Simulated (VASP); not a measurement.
# CaS (Fm-3m) in VASP: vibrations by perturbation theory with PBE

Aim: the vibrations by perturbation theory of CaS with PBE.

Everything below comes from runs of VASP 6.6.1. Logs are shortened: lines on timing, memory, paths and dates and some standing lists are left out, and cuts for length are marked.

## Step 1: The cell of the first run

The structure is cubic, space group Fm-3m (No. 225). The conventional cell has a = 5.712 Å, b = 5.712 Å, c = 5.712 Å, α = 90.00°, β = 90.00°, γ = 90.00°. Within 3.8 Å of Ca (site symmetry m-3m) lie 6 S at 2.86 Å. S (site symmetry m-3m) has 6 Ca at 2.86 Å within 3.8 Å.

## Step 2: Vibrations by perturbation theory, PBE

INCAR

```
SYSTEM = CaS
PREC = Accurate
ENCUT = 500
EDIFF = 1E-8
ISMEAR = 0
SIGMA = 0.01
LREAL = .False.
LASPH = .True.
NELM = 120
ALGO = Normal
ISIF = 2
LWAVE = .False.
LCHARG = .False.
GGA = PE
IBRION = 8
NSW = 1
LEPSILON = .True.
GGA_COMPAT = .False.
```

KPOINTS

```
regular mesh
0
Gamma
  8 8 8
  0 0 0
```

POSCAR

```
CaS
1.0
    0.0000000000      2.8558081102      2.8558081102
    2.8558081102      0.0000000000      2.8558081102
    2.8558081102      2.8558081102      0.0000000000
Ca S
1 1
Direct
    0.0000000000      0.0000000000      0.0000000000
    0.5000000000      0.5000000000      0.5000000000
```

Potentials or basis: VASP PAW PBE potentials, release 64 (Ca_sv, S).

Started as:

```bash
$ cat potpaw_PBE.64/Ca_sv/POTCAR potpaw_PBE.64/S/POTCAR > POTCAR
$ mpirun -np 1 vasp_std > vasp.out
```

OUTCAR:

```text
SYSTEM = CaS
   PREC = Accurate
   ENCUT = 500
   EDIFF = 1E-8
   ISMEAR = 0
   LREAL = .False.
   LASPH = .True.
   NELM = 120
   ISIF = 2
   GGA = PE
   IBRION = 8
   NSW = 1
   LEPSILON = .True.

 ion  position               nearest neighbor table
   1  0.000  0.000  0.000-   2 2.86   2 2.86   2 2.86   2 2.86   2 2.86   2 2.86
   2  0.500  0.500  0.500-   1 2.86   1 2.86   1 2.86   1 2.86   1 2.86   1 2.86

  LATTYP: Found a face centered cubic cell.
 ALAT       =     5.7116162204

  Lattice vectors:

 A1 = (   0.0000000000,   2.8558081102,   2.8558081102)
 A2 = (   2.8558081102,   0.0000000000,   2.8558081102)
 A3 = (   2.8558081102,   2.8558081102,   0.0000000000)

Analysis of symmetry for initial positions (statically):
=====================================================================
 Subroutine PRICEL returns:
 Original cell was already a primitive cell.

 Routine SETGRP: Setting up the symmetry group for a
 face centered cubic supercell.

 Subroutine GETGRP returns: Found 48 space group operations
 (whereof 48 operations were pure point group operations)
 out of a pool of 48 trial point group operations.

The static configuration has the point symmetry O_h .

Analysis of symmetry for dynamics (positions and initial velocities):
=====================================================================
 Subroutine PRICEL returns:
 Original cell was already a primitive cell.

 Routine SETGRP: Setting up the symmetry group for a
 face centered cubic supercell.

 Subroutine GETGRP returns: Found 48 space group operations
 (whereof 48 operations were pure point group operations)
 out of a pool of 48 trial point group operations.

The dynamic configuration has the point symmetry O_h .

 Subroutine INISYM returns: Found 48 space group operations
 (whereof 48 operations are pure point group operations),
 and found     1 'primitive' translations

----------------------------------------------------------------------------------------

                                     Primitive cell

  volume of cell :      46.5819

  direct lattice vectors                    reciprocal lattice vectors
     0.000000000  2.855808110  2.855808110    -0.175081791  0.175081791  0.175081791
     2.855808110  0.000000000  2.855808110     0.175081791 -0.175081791  0.175081791
     2.855808110  2.855808110  0.000000000     0.175081791  0.175081791 -0.175081791

  length of vectors
     4.038722561  4.038722561  4.038722561     0.303250558  0.303250558  0.303250558

  position of ions in fractional coordinates (direct lattice)
     0.000000000  0.000000000  0.000000000
     0.500000000  0.500000000  0.500000000

  ion indices of the primitive-cell ions
   primitive index   ion index
                 1           1
                 2           2

----------------------------------------------------------------------------------------

 KPOINTS: regular mesh

Automatic generation of k-mesh.
 Grid dimensions read from file:
 generate k-points for:    8    8    8

 Generating k-lattice:

  Cartesian coordinates                     Fractional coordinates (reciprocal lattice)
    -0.021885224  0.021885224  0.021885224     0.125000000  0.000000000  0.000000000
     0.021885224 -0.021885224  0.021885224     0.000000000  0.125000000  0.000000000
     0.021885224  0.021885224 -0.021885224     0.000000000  0.000000000  0.125000000

  Length of vectors
     0.037906320  0.037906320  0.037906320

  Shift w.r.t. Gamma in fractional coordinates (k-lattice)
     0.000000000  0.000000000  0.000000000

 Subroutine IBZKPT returns following result:
[... 470 lines left out ...]
 -----------------------------------------------------------------------------
  energy-cutoff  :      500.00
  volume of cell :       46.58
      direct lattice vectors                 reciprocal lattice vectors
     0.000000000  2.855808110  2.855808110    -0.175081791  0.175081791  0.175081791
     2.855808110  0.000000000  2.855808110     0.175081791 -0.175081791  0.175081791
     2.855808110  2.855808110  0.000000000     0.175081791  0.175081791 -0.175081791

 POSITION                                       TOTAL-FORCE (eV/Angst)
 -----------------------------------------------------------------------------------
      0.00000      0.00000      0.00000         0.000000      0.000000      0.000000
      2.85581      2.85581      2.85581        -0.000000     -0.000000     -0.000000
 -----------------------------------------------------------------------------------
    total drift:                               -0.000000      0.000000      0.000000

  FREE ENERGIE OF THE ION-ELECTRON SYSTEM (eV)
  ---------------------------------------------------
  free  energy   TOTEN  =       -10.3648645624 eV

  energy  without entropy=      -10.3648645624  energy(sigma->0) =      -10.36486456

 HEAD OF MICROSCOPIC STATIC DIELECTRIC TENSOR (INDEPENDENT PARTICLE, excluding Hartree and local field effects)
 ------------------------------------------------------
           5.459592     0.000000     0.000000
           0.000000     5.459592     0.000000
          -0.000000     0.000000     5.459592
 ------------------------------------------------------

 Free energy of the ion-electron system (eV)
  ---------------------------------------------------
  ---------------------------------------------------
  free energy    TOTEN  =        -0.57605616 eV

  energy without entropy =       -0.57605616

------------------------ aborting loop because EDIFF is reached ----------------------------------------

--------------------------------------- Ionic step        2  -------------------------------------------

------------------------ aborting loop because EDIFF is reached ----------------------------------------

--------------------------------------- Ionic step        3  -------------------------------------------

------------------------ aborting loop because EDIFF is reached ----------------------------------------

 PIEZOELECTRIC TENSOR FIELD DIRECTION 3  (e Angst)
 -----------------------------------------------------------------------------
     0.00004  0.00000  0.00000           (  0.00000  0.00000  0.00000)
     0.00000  0.00004 -0.00000           (  0.00000  0.00000  0.00000)
     0.00000 -0.00000 -0.00190           (  0.00000  0.00000  0.00002)

 PIEZOELECTRIC TENSOR FIELD DIRECTION 3  (C/m^2)
 -----------------------------------------------------------------------------
     0.00001  0.00000  0.00000
     0.00000  0.00001 -0.00000
     0.00000 -0.00000 -0.00065

--------------------------------------- Ionic step        4  -------------------------------------------

------------------------ aborting loop because EDIFF is reached ----------------------------------------

[... ionic steps 5 to 6 ...]

--------------------------------------- Ionic step        7  -------------------------------------------

 Free energy of the ion-electron system (eV)
  ---------------------------------------------------
  ---------------------------------------------------
  free energy    TOTEN  =        -0.10978314 eV

  energy without entropy =       -0.10978314

------------------------ aborting loop because EDIFF is reached ----------------------------------------

 INTERNAL STRAIN TENSOR  FOR ION    2  DIRECTION 1   (eV/Angst):
 -----------------------------------------------------------------------------
    -0.00467  0.00000  0.00000
    -0.00000  0.00226 -0.00000
    -0.00000 -0.00000  0.00226

 MACROSCOPIC STATIC DIELECTRIC TENSOR (including local field effects in DFT)
 ------------------------------------------------------
           5.004136     0.000000    -0.000000
          -0.000000     5.004136    -0.000000
          -0.000000     0.000000     5.004136
 ------------------------------------------------------

 PIEZOELECTRIC TENSOR (including local field effects)  for field in x, y, z        (e  Angst)
          XX          YY          ZZ          XY          YZ          ZX
  --------------------------------------------------------------------------------
  x     0.00000     0.00000     0.00000     0.00000     0.00000     0.00000
  y     0.00000     0.00000     0.00000     0.00000     0.00000     0.00000
  z     0.00000     0.00000     0.00000     0.00000     0.00000     0.00000

 PIEZOELECTRIC TENSOR (including local field effects)  for field in x, y, z        (C/m^2)
          XX          YY          ZZ          XY          YZ          ZX
  --------------------------------------------------------------------------------
  x     0.00000     0.00000     0.00000     0.00000     0.00000     0.00000
  y     0.00000     0.00000     0.00000     0.00000     0.00000     0.00000
  z     0.00000     0.00000     0.00000     0.00000     0.00000     0.00000

 BORN EFFECTIVE CHARGES (including local field effects) (in |e|, cummulative output)
 ---------------------------------------------------------------------------------
 ion    1
    1     2.36789     0.00000     0.00000
    2     0.00000     2.36789     0.00000
    3    -0.00000    -0.00000     2.36789
 ion    2
    1    -2.36789    -0.00000    -0.00000
    2    -0.00000    -2.36789     0.00000
    3     0.00000     0.00000    -2.36789

 INTERNAL STRAIN TENSOR FOR ION    2 for displacements in x,y,z  (eV/Angst):
          X           Y           Z          XY          YZ          ZX
  --------------------------------------------------------------------------------
  x     0.00000     0.00000     0.00000     0.00000     0.00000     0.00000
  y     0.00000     0.00000     0.00000     0.00000     0.00000     0.00000
  z     0.00000     0.00000     0.00000     0.00000     0.00000     0.00000

 SECOND DERIVATIVES (NOT SYMMETRIZED)
 ------------------------------------
               1X          1Y          1Z          2X          2Y          2Z
  1X    -3.085548    0.000000    0.000000    3.085548    0.000000    0.000000
  1Y     0.000000   -3.085548    0.000000    0.000000    3.085548    0.000000
  1Z     0.000000    0.000000   -3.085548    0.000000    0.000000    3.085548
  2X     3.075908    0.000000    0.000000   -3.075908    0.000000    0.000000
  2Y     0.000000    3.075908    0.000000    0.000000   -3.075908    0.000000
  2Z     0.000000    0.000000    3.075908    0.000000    0.000000   -3.075908

 Eigenvectors and eigenvalues of the dynamical matrix
 ----------------------------------------------------

   1 f  =    6.500765 THz    40.845511 2PiTHz  216.842178 cm-1    26.884992 meV
             X         Y         Z           dx          dy          dz
      0.000000  0.000000  0.000000     0.271219   -0.017757    0.609401
      2.855808  2.855808  2.855808    -0.302741    0.019820   -0.680228
[... 21 lines left out ...]
   6 f/i=    0.005055 THz     0.031761 2PiTHz    0.168613 cm-1     0.020905 meV
             X         Y         Z           dx          dy          dz
      0.000000  0.000000  0.000000     0.148133   -0.724965    0.085074
      2.855808  2.855808  2.855808     0.132709   -0.649480    0.076216

--------------------------------------------------------------------------------------------------------

 MACROSCOPIC STATIC DIELECTRIC TENSOR IONIC CONTRIBUTION
 ------------------------------------------------------
           7.069964     0.000000     0.000000
           0.000000     7.069964    -0.000000
           0.000000    -0.000000     7.069964
 ------------------------------------------------------

 ELASTIC MODULI CONTR FROM IONIC RELAXATION (kBar)
 Direction    XX          YY          ZZ          XY          YZ          ZX
 --------------------------------------------------------------------------------
 XX           0.0000      0.0000      0.0000      0.0000      0.0000      0.0000
 YY           0.0000      0.0000      0.0000      0.0000      0.0000      0.0000
 ZZ           0.0000      0.0000      0.0000      0.0000      0.0000      0.0000
 XY           0.0000      0.0000      0.0000      0.0000      0.0000      0.0000
 YZ           0.0000      0.0000      0.0000      0.0000      0.0000      0.0000
 ZX           0.0000      0.0000      0.0000      0.0000      0.0000      0.0000
 --------------------------------------------------------------------------------

 PIEZOELECTRIC TENSOR IONIC CONTR  for field in x, y, z        (C/m^2)
          XX          YY          ZZ          XY          YZ          ZX
  --------------------------------------------------------------------------------
  x     0.00000     0.00000     0.00000     0.00000     0.00000     0.00000
  y     0.00000     0.00000     0.00000     0.00000     0.00000     0.00000
  z     0.00000     0.00000     0.00000     0.00000     0.00000     0.00000
```

Run time: 7.7 min. Hardware: 1 thread of Intel Xeon Platinum 8488C (Sapphire Rapids), shared host; peak memory 0.25 GiB.

Results:

* Electronic dielectric tensor (diagonal): 5.00
* Born charges (mean of the diagonal): Ca +2.37; S -2.37 e
* Highest phonon frequency at Γ, LO-TO splitting left out: 217 cm⁻¹

Phonon frequencies in cm⁻¹ (negative: imaginary):
```tsv
q point	frequencies
(0.000, 0.000, 0.000)	0 0 0 217 217 217
```

Electronic dielectric tensor:
```
5.00 0.00 0.00
0.00 5.00 0.00
0.00 0.00 5.00
```

Born effective charge tensors (e):
atom 1, Ca
```
2.37 0.00 0.00
0.00 2.37 0.00
0.00 0.00 2.37
```
atom 2, S
```
-2.37  0.00  0.00
 0.00 -2.37  0.00
 0.00  0.00 -2.37
```
